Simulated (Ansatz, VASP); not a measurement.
# Al2Au: VASP beside Ansatz

POSCAR

```
Al2Au
1.0
    0.0000000000      3.0000000000      3.0000000000
    3.0000000000      0.0000000000      3.0000000000
    3.0000000000      3.0000000000      0.0000000000
Au Al
1 2
Direct
    0.0000000000      0.0000000000      0.0000000000
    0.7500000000      0.7500000000      0.7500000000
    0.2500000000      0.2500000000      0.2500000000
```

File INCAR.step1:

```
SYSTEM = Al2Au
ALGO = Normal
EDIFF = 1E-4
ENCUT = 520
GGA = PE
ISMEAR = -1
LASPH = .True.
LCHARG = .False.
LREAL = .False.
LWAVE = .True.
NBANDS = 16
NELM = 60
PREC = Accurate
SIGMA = 0.05
```

File INCAR.step2:

```
SYSTEM = Al2Au
ALGO = Normal
EDIFF = 1E-6
ENCUT = 520
ISIF = 2
ISMEAR = -1
ISTART = 1
LASPH = .True.
LCHARG = .False.
LMIXTAU = .True.
LREAL = .False.
LWAVE = .False.
METAGGA = R2SCAN
NBANDS = 16
NELM = 60
PREC = Accurate
SIGMA = 0.05
```

Contents of KPOINTS:

```
k-points
0
Gamma
  8 8 8
  0 0 0
```

The input input.yaml:

```yaml
crystal:
  lattice:
    - [0.0, 3.0, 3.0]
    - [3.0, 0.0, 3.0]
    - [3.0, 3.0, 0.0]
  atoms:
    - { symbol: Au, position: [0.0, 0.0, 0.0] }
    - { symbol: Al, position: [0.75, 0.75, 0.75] }
    - { symbol: Al, position: [0.25, 0.25, 0.25] }
hamiltonian:
  xc: r2scan
  pseudopotentials: { kind: paw }
kpoints:
  mp_grid: { grid: [8, 8, 8] }
  band_path:
    path:
      - [[0.0, 0.0, 0.0], [0.5, 0.0, 0.5], [0.5, 0.25, 0.75], [0.375, 0.375, 0.75], [0.0, 0.0, 0.0], [0.5, 0.5, 0.5], [0.625, 0.25, 0.625], [0.5, 0.25, 0.75], [0.5, 0.5, 0.5], [0.375, 0.375, 0.75]]
      - [[0.625, 0.25, 0.625], [0.5, 0.0, 0.5]]
    npoints: 14
scf:
  occupations: { method: fermi_dirac, width: 0.05 }
  n_extra_bands: 7
output:
  forces: true
  stress: true
  eigenvalues: true
  fatbands: true
  write_density: true
  write_potential: true
  elf: true
  volumetric_format: npy
```

Alike in both runs: functional r2SCAN; k mesh 8 × 8 × 8; occupations fermi-dirac, width 0.05 eV; no spin polarisation.

```csv
,VASP,Ansatz
version,VASP 6.6.1,Ansatz 0.2.0
potentials or method,"VASP PAW PBE potentials, release 64 (Au, Al)",Ansatz PAW
plane-wave cutoff (eV),520,500
valence electrons in the cell,17,25
task,single point,band structure
```

Ansatz gave:

| Property | Result |
| --- | --- |
| gap on the k mesh at the Fermi level (eV) | none |
| pressure (GPa) | 0.5 |

Q: Which values does VASP return?

A: gap on the k mesh at the Fermi level (eV): none; pressure (GPa): 0.1.

VASP's potentials were made for PBE, not for r2SCAN. A gap of «none» marks a metal or a gap that the smearing closes. With one functional, cell and mesh, what is left measures potentials, basis and numerics. VASP's potentials hold 17 valence electrons a cell and Ansatz's 25, so a difference there can come from the potentials and not from the codes.

Neither program's run includes spin-orbit coupling.
